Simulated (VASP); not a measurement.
Set up this calculation in VASP 6.6.1, as the native input.

| Item | Value |
| --- | --- |
| Task | single point |
| Functional | PBEsol |
| Potentials or basis | VASP PAW PBE potentials, release 64 (Sb) |
| Cutoff | 520 eV |
| k mesh | 13 × 13 × 13 |
| Occupations | fermi-dirac, width 0.05 eV |
| Spin | no spin polarisation |
| Dipole correction | no |
| Further INCAR settings | ALGO = Normal; EDIFF = 1e-06; NBANDS = 8 |

The structure of Sb lies in POSCAR:

```
Sb
1.0
    3.1494313592      0.0000000000      0.0000000000
    0.0000000000      3.1494313592      0.0000000000
    0.0000000000      0.0000000000      3.1494313592
Sb
1
Direct
    0.0000000000      0.0000000000      0.0000000000
```

This isn't the form of Sb at room conditions, which is rhombohedral.

These files were run (other wordings do the same):

INCAR

```
SYSTEM = Sb
PREC = Accurate ; ENCUT = 520
EDIFF = 1E-6 ; ISMEAR = -1
SIGMA = 0.05 ; LREAL = .FALSE.
LASPH = .TRUE. ; NELM = 60
ALGO = Normal ; ISIF = 2
LWAVE = .FALSE. ; LCHARG = .FALSE.
GGA = PS ; NBANDS = 8
```

KPOINTS

```
regular mesh
0
G
  13 13 13
  0 0 0
```

Potentials or basis: VASP PAW PBE potentials, release 64 (Sb).

The run is started by

```bash
$ cat potpaw_PBE.64/Sb/POTCAR > POTCAR
$ mpirun -np 1 vasp_std > vasp.out
```

It gave:

```json
{
  "Pressure": "-4.5 GPa",
  "Band gap on the k mesh": "zero (an odd number of electrons rules out a gap without spin polarisation)"
}
```

Caveat: the cell stands under tension; the PAW data sets were made with another functional, which shifts forces and pressure a little; spin-orbit coupling is left out, which moves the levels of the heavy elements.

It took 3.7 s on 1 thread of Intel(R) Xeon(R) 6975P-C (Granite Rapids), with other jobs on the host, peak memory 0.14 GiB.
